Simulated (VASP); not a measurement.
Li2O, 3 atoms in the cell. It takes space group Fm-3m (No. 225, cubic). Conventional cell: a = 4.513 Å, b = 4.513 Å, c = 4.513 Å, α = 90.00°, β = 90.00°, γ = 90.00°. Within 2.6 Å of Li (site symmetry -43m) lie 4 O at 1.95 Å and 6 Li at 2.26 Å. O (site symmetry m-3m) has 8 Li at 1.95 Å within 2.6 Å. 

| Quantity | Value |
| --- | --- |
| Program | VASP 6.6.1 |
| Task | single point |
| Functional | PBEsol |
| Potentials or basis | VASP PAW PBE potentials, release 64 (Li_sv, O) |
| Cutoff | 750 eV |
| k mesh | 8 × 8 × 8 |
| Occupations | gaussian, width 0.01 eV |
| Spin | no spin polarisation |
| Dipole correction | no |
| Further INCAR settings | ALGO = Normal; EDIFF = 1e-06; NBANDS = 13 |

Potentials or basis: VASP PAW PBE potentials, release 64 (Li_sv, O).

Launch:

```console
$ cat potpaw_PBE.64/Li_sv/POTCAR potpaw_PBE.64/O/POTCAR > POTCAR
$ mpirun -np 1 vasp_std > vasp.out
```

Hardware: 1 thread of AMD EPYC 7R43 64-Core Processor (Zen 3), with other jobs on the host.

Q: Estimate the wall time of this run.

A: It took 13 s on 1 thread of AMD EPYC 7R43 64-Core Processor (Zen 3), on a shared host, peak memory 0.13 GiB. Counts: scf iterations 12, k points 29.
